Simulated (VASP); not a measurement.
**SiC2: relaxation of cell and atoms with PBE**

Crystal: SiC2.

```
CELL_PARAMETERS angstrom
0.00000 3.28750 4.43419
2.49418 0.00000 4.43419
2.49418 3.28750 0.00000
ATOMIC_POSITIONS crystal
Si 0.28399 0.71601 0.71601
Si 0.71601 0.28399 0.28399
C 0.66078 0.95471 0.33922
C 0.04529 0.33922 0.95471
C 0.95471 0.66078 0.04529
C 0.33922 0.04529 0.66078
```

| Quantity | Value |
| --- | --- |
| Program | VASP 6.6.1 |
| Task | relaxation of cell and atoms |
| Functional | PBE |
| Potentials or basis | VASP PAW PBE potentials, release 64 (Si, C) |
| Cutoff | 600 eV |
| k mesh | 6 × 6 × 6 |
| Occupations | gaussian, width 0.1 eV |
| Spin | no spin polarisation |
| Dipole correction | no |
| Further INCAR settings | ALGO = Normal; EDIFF = 1e-07; IBRION = 2; EDIFFG = -0.04; NSW = 90; ISIF = 3 |

- Relaxed volume: 12.12 Å³/atom
- Relaxed cell: a = 5.522 Å, b = 5.089 Å, c = 4.126 Å, α = 72.78°, β = 61.68°, γ = 45.54°
- Space group after relaxing (to 0.1 Å): Fmmm (No. 69)
- Energy gained by relaxing: 0.0 meV/atom
- Ionic steps: 3
- Pressure after relaxing: 0.0 GPa
- Largest force after relaxing: 0.012 eV/Å
- Band gap on the k mesh: zero (bands 12 and 13 overlap by 0.41 eV)

Forces in eV/Å, atoms in the order of the input:
```
Si   0.011  0.000  0.000
Si  -0.011  0.000  0.000
C    0.011  0.000 -0.002
C    0.011  0.000  0.002
C   -0.011  0.000 -0.002
C   -0.011  0.000  0.002
```

Stress tensor (GPa, compression positive):
```
-0.05  0.00  0.00
 0.00 -0.06  0.00
 0.00  0.00  0.15
```

Step by step:
| step | energy change (eV) | largest force (eV/Å) | pressure (GPa) | volume (Å³) |
| --- | --- | --- | --- | --- |
| 1 | 0.0000 | 0.0569 | -0.04 | 72.72 |
| 2 | 0.0009 | 0.1643 | 0.15 | 72.68 |
| 3 | -0.0002 | 0.0116 | 0.01 | 72.71 |

Final structure:
```yaml
crystal:
  lattice:
    - [0.00000, 3.28741, 4.43638]
    - [2.49266, 0.00000, 4.43638]
    - [2.49266, 3.28741, 0.00000]
  atoms:
    - { symbol: Si, position: [0.28416, 0.71584, 0.71584] }
    - { symbol: Si, position: [0.71584, 0.28416, 0.28416] }
    - { symbol: C, position: [0.66087, 0.95455, 0.33913] }
    - { symbol: C, position: [0.04545, 0.33913, 0.95455] }
    - { symbol: C, position: [0.95455, 0.66087, 0.04545] }
    - { symbol: C, position: [0.33913, 0.04545, 0.66087] }
```

Levels at points of the mesh, in eV from the Fermi level:
```csv
k point,band 9,band 10,band 11,band 12,band 13,band 14,band 15,band 16
"(0.00, 0.00, 0.00)",-2.72,-1.62,-1.17,-0.77,-0.09,2.20,3.14,5.32
"(0.50, 0.00, 0.00)",-4.34,-3.85,-2.25,-1.03,1.03,2.99,4.09,4.14
"(0.50, 0.50, 0.00)",-3.63,-3.34,-2.62,-1.56,0.55,1.55,3.45,3.85
"(0.50, 0.00, 0.50)",-3.10,-1.41,-0.96,-0.93,0.29,3.50,3.96,5.09
"(0.00, 0.50, 0.50)",-4.59,-4.09,-3.06,-0.09,1.60,1.63,3.87,5.33
```

Run time: 4.6 min on 1 thread of AMD EPYC 7R13, on a shared host, peak memory 0.25 GiB.

Caveat: semilocal functionals underestimate gaps, so a narrow gap can read as zero.
